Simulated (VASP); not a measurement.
**Pt: single point with PBE+D3(BJ)**

Crystal: Pt.

```
CELL_PARAMETERS angstrom
0.00000 1.96421 1.96421
1.96421 0.00000 1.96421
1.96421 1.96421 0.00000
ATOMIC_POSITIONS crystal
Pt 0.00000 0.00000 0.00000
```

- Program: VASP 6.6.1
- Task: single point
- Functional: PBE
- Dispersion: D3(BJ)
- Potentials or basis: VASP PAW PBE potentials, release 64 (Pt)
- Cutoff: 520 eV
- k mesh: 18 × 18 × 18
- Occupations: gaussian, width 0.1 eV
- Spin: no spin polarisation

```
Pressure                   : -0.5 GPa
Band gap on the k mesh     : zero (bands 5 and 6 overlap by 2.21 eV)
Dispersion energy per atom : -0.775 eV
```

Levels at points of the mesh, in eV from the Fermi level:
```csv
k point,band 1,band 2,band 3,band 4,band 5,band 6,band 7,band 8,band 9,band 10
"(0.00, 0.00, 0.00)",-10.16,-3.76,-3.76,-3.76,-1.62,-1.62,14.65,19.59,19.59,19.59
"(0.50, 0.00, 0.00)",-7.28,-3.82,-3.82,-0.45,0.04,0.04,5.80,14.22,18.95,18.95
"(0.50, 0.50, 0.00)",-7.03,-6.57,0.00,0.48,0.48,1.79,8.83,11.38,11.38,20.09
```

Run time: 14 s on 1 thread of Intel(R) Xeon(R) Platinum 8559C (Emerald Rapids), on a shared host, peak memory 0.17 GiB.

Caveat: spin-orbit coupling is left out, which moves the levels of the heavy elements.
